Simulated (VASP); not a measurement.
# Ti (I4/mmm) in VASP: notebook

Runs on Ti. Level: PBEsol. Tasks: single point.

Everything below comes from runs of VASP 6.6.1. Logs are shortened: lines on timing, memory, paths and dates and some standing lists are left out, and cuts for length are marked.

## 1. The cell of the first run

It takes space group I4/mmm (No. 139, tetragonal). The conventional cell has a = 2.725 Å, b = 2.725 Å, c = 4.259 Å, α = 90.00°, β = 90.00°, γ = 90.00°. Ti (site symmetry 4/mmm) has 12 Ti at 2.72 to 2.87 Å within 3.6 Å.

## 2. Single point, PBEsol (strain -0.050 along x and y, +0.050 along z)

The input, INCAR:

```
PREC = Accurate
ENCUT = 520
EDIFF = 1E-6
ISMEAR = 0
SIGMA = 0.15
LREAL = F
LASPH = T
NELM = 100
ALGO = Fast
ISIF = 2
LWAVE = F
LCHARG = F
GGA = PS
NBANDS = 12
```

The input, KPOINTS:

```
regular mesh
0
Gamma
  26 26 26
```

The input, POSCAR:

```
Ti
1.0
    0.0000000000      1.9265250939      2.1293172091
    1.9265250939      0.0000000000      2.1293172091
    1.9265250939      1.9265250939      0.0000000000
Ti
1
Direct
    0.0000000000      0.0000000000      0.0000000000
```

Potentials or basis: VASP PAW PBE potentials, release 64 (Ti_sv).

Run with:

```bash
cat potpaw_PBE.64/Ti_sv/POTCAR > POTCAR
mpirun -np 1 vasp_std > vasp.out
```

OUTCAR:

```text
PREC = Accurate
   ENCUT = 520
   EDIFF = 1E-6
   ISMEAR = 0
   LREAL = F
   LASPH = T
   NELM = 100
   ISIF = 2
   GGA = PS

 ion  position               nearest neighbor table
   1  0.000  0.000  0.000-

  LATTYP: Found a body centered tetragonal cell.
 ALAT       =     2.7245179160
 C/A-ratio  =     1.5630781479

  Lattice vectors:

 A1 = (  -1.9265250939,   0.0000000000,   2.1293172091)
 A2 = (   1.9265250939,   0.0000000000,   2.1293172091)
 A3 = (   0.0000000000,   1.9265250939,  -2.1293172091)

Analysis of symmetry for initial positions (statically):
=====================================================================
 Subroutine PRICEL returns:
 Original cell was already a primitive cell.

 Routine SETGRP: Setting up the symmetry group for a
 body centered tetragonal supercell.

 Subroutine GETGRP returns: Found 16 space group operations
 (whereof 16 operations were pure point group operations)
 out of a pool of 16 trial point group operations.

The static configuration has the point symmetry D_4h.

Analysis of symmetry for dynamics (positions and initial velocities):
=====================================================================
 Subroutine PRICEL returns:
 Original cell was already a primitive cell.

 Routine SETGRP: Setting up the symmetry group for a
 body centered tetragonal supercell.

 Subroutine GETGRP returns: Found 16 space group operations
 (whereof 16 operations were pure point group operations)
 out of a pool of 16 trial point group operations.

The dynamic configuration has the point symmetry D_4h.

 Subroutine INISYM returns: Found 16 space group operations
 (whereof 16 operations are pure point group operations),
 and found     1 'primitive' translations

----------------------------------------------------------------------------------------

                                     Primitive cell

  volume of cell :      15.8059

  direct lattice vectors                    reciprocal lattice vectors
     0.000000000  1.926525094  2.129317209    -0.259534642  0.259534642  0.234817057
     1.926525094  0.000000000  2.129317209     0.259534642 -0.259534642  0.234817057
     1.926525094  1.926525094  0.000000000     0.259534642  0.259534642 -0.234817057

  length of vectors
     2.871496250  2.871496250  2.724517916     0.435724122  0.435724122  0.435724122

  position of ions in fractional coordinates (direct lattice)
     0.000000000  0.000000000  0.000000000

  ion indices of the primitive-cell ions
   primitive index   ion index
[... 82 lines left out ...]
   TEBEG  =    0.0;   TEEND  =   0.0 temperature during run
   PSTRESS=    0.0 pullay stress
   NELECT =      12.0000    total number of electrons
   NUPDOWN=      -1.0000    fix difference up-down
   EMIN   =  10.00;   EMAX   =-10.00  energy-range for DOS
   EFERMI =   0.00;   METHOD = LEGACY
   ISMEAR =     0;   SIGMA  =   0.15  broadening in eV -4-tet -1-fermi 0-gaus
   EFERMI_NEDOS =   21; number of points for ismear=-14 and -15
   IALGO  =     68    algorithm
   IMIX   =      4    mixing-type and parameters
     AMIX     =   0.40;   BMIX     =  1.00
     AMIX_MAG =   1.60;   BMIX_MAG =  1.00
  volume/ion in A,a.u.               =      15.81       106.66
  Fermi-wavevector in a.u.,A,eV,Ry     =   1.493466  2.822242 30.346989  2.230441
  Thomas-Fermi vector in A             =   2.605863
   LORBIT       =      0    0 simple, 1 ext, 2 COOP (PROOUT), +10 PAW based schemes
   GGA     = PS    functional components
   LHFCALC =     F    Hartree Fock is set to
   AEXX    =    0.0000 exact exchange contribution
   IVDW    =     0    specifies the selected vdW correction
   LEPSILON=     F    determine dielectric tensor
   LRPA    =     F    only Hartree local field effects (RPA)
 non-spin polarized calculation
 RMM-DIIS sequential band-by-band and
 Gauss-broadening in eV      SIGMA  =   0.15
  energy-cutoff  :      520.00
  volume of cell :       15.81
 maximum number of plane-waves:       437
 NGX is ok and might be reduce to    24
   NGX = 11   NGY = 11   NGZ = 11

 number of electron      12.0000000 magnetization

 Free energy of the ion-electron system (eV)
  ---------------------------------------------------
  ext. energy  EPLUGINS =         0.00000000
  ---------------------------------------------------
  free energy    TOTEN  =        -8.26599491 eV

  energy without entropy =       -8.24569193  energy(sigma->0) =       -8.25584342

 E-fermi :   9.0911     XC(G=0): -12.0930

 val. band max:        9.0894702836   @ k =   0.5000   0.2308   0.0769
 cond. band min:       9.0933518638   @ k =  -0.2692   0.0385   0.0000
 fundamental gap:      0.0038815801
 Fermi energy:         9.0910759245

 k-point     1 :       0.0000    0.0000    0.0000
  band No.  band energies     occupation
      1     -47.2037      2.00000
      2     -23.0441      2.00000
      3     -23.0137      2.00000
      4     -23.0137      2.00000
      5       2.8248      2.00000
      6       9.4726      0.00032
      7      10.4139      0.00000
      8      10.4139      0.00000
      9      11.2854      0.00000
     10      12.3996      0.00000
     11      25.0860      0.00000
     12      28.1225      0.00000
[... 331 lines left out ...]
 k-point    24 :       0.3846    0.0385    0.0000
  band No.  band energies     occupation
      1     -47.0482      2.00000
      2     -23.8016      2.00000
      3     -23.1830      2.00000
      4     -23.0692      2.00000
      5       6.0014      2.00000
      6       9.2858      0.06631
      7       9.5992      0.00000
      8      10.6110      0.00000
      9      12.7041      0.00000
     10      12.7370      0.00000
     11      20.1075      0.00000
     12      24.5684      0.00000

 [... further k-points ...]

------------------------ aborting loop because EDIFF is reached ----------------------------------------

  FORCE on cell =-STRESS in cart. coord.  units (eV):
  Direction    XX          YY          ZZ          XY          YZ          ZX
  --------------------------------------------------------------------------------------
  -------------------------------------------------------------------------------------
  Total        0.7046187      0.7046187      0.4372293      0.0000000      0.0000000      0.0000000
  in kB       71.4241476     71.4241476     44.3200392      0.0000000      0.0000000      0.0000000
  external PRESSURE =      62.3894448 kB  Pullay stress =       0.0000000 kB

 VOLUME and BASIS-vectors are now :
 -----------------------------------------------------------------------------
  energy-cutoff  :      520.00
  volume of cell :       15.81
      direct lattice vectors                 reciprocal lattice vectors
     0.000000000  1.926525094  2.129317209    -0.259534642  0.259534642  0.234817057
     1.926525094  0.000000000  2.129317209     0.259534642 -0.259534642  0.234817057
     1.926525094  1.926525094  0.000000000     0.259534642  0.259534642 -0.234817057

 POSITION                                       TOTAL-FORCE (eV/Angst)
 -----------------------------------------------------------------------------------
      0.00000      0.00000      0.00000        -0.000000      0.000000      0.000000
 -----------------------------------------------------------------------------------
    total drift:                                0.000000      0.000000     -0.000000

  FREE ENERGIE OF THE ION-ELECTRON SYSTEM (eV)
  ---------------------------------------------------
  free  energy   TOTEN  =        -8.2659949084 eV

  energy  without entropy=       -8.2456919264  energy(sigma->0) =       -8.25584342
```

OSZICAR:

```text
N       E                     dE             d eps       ncg     rms          rms(c)
DAV:   1     0.862149364938E+02    0.86215E+02   -0.65347E+03 32012   0.123E+03
DAV:   2    -0.511195235961E+01   -0.91327E+02   -0.88770E+02 32476   0.298E+02
DAV:   3    -0.916759877339E+01   -0.40556E+01   -0.40114E+01 43500   0.645E+01
[... 12 lines left out ...]
RMM:  16    -0.826598952698E+01   -0.81108E-05   -0.96415E-05 44424   0.628E-02    0.551E-02
RMM:  17    -0.826599093974E+01   -0.14128E-05   -0.58134E-05 42801   0.648E-02    0.202E-02
RMM:  18    -0.826599304497E+01   -0.21052E-05   -0.24053E-05 34937   0.271E-02    0.170E-02
RMM:  19    -0.826599417612E+01   -0.11312E-05   -0.17983E-05 36694   0.322E-02    0.116E-03
RMM:  20    -0.826599490842E+01   -0.73230E-06   -0.74964E-06 29389   0.135E-02
   1 F= -.82659949E+01 E0= -.82558434E+01  d E =-.203030E-01
```

Wall time 3.2 min (1 thread of Intel Xeon Platinum 8488C (Sapphire Rapids), shared host); peak memory 0.35 GiB.

Results:

| Quantity | Value |
| --- | --- |
| Free energy | -8.2660 eV |
| Pressure | 6.2 GPa |
| Band gap on the k mesh | zero (bands 6 and 7 overlap by 1.39 eV) |

Stress tensor (GPa, compression positive):
```
7.14 0.00 0.00
0.00 7.14 0.00
0.00 0.00 4.43
```

Levels at points of the mesh, in eV from the Fermi level:
```
           k point  band 4  band 5  band 6  band 7  band 8  band 9
(0.00, 0.00, 0.00)  -32.10   -6.27    0.38    1.32    1.32    2.19
(0.50, 0.00, 0.00)  -32.16   -2.78    0.37    0.98    1.30    3.87
(0.50, 0.50, 0.00)  -32.33   -2.90   -1.81    2.12    4.11    4.34
(0.50, 0.00, 0.50)  -32.39   -2.89   -1.96    3.93    3.98    4.04
```

Caveat: the cell differs from its parent crystal (strain -0.050 along x and y, +0.050 along z); the cell stands under pressure; the PAW data sets were made with another functional, which shifts forces and pressure a little.

(Continued in part 2 of 2.)
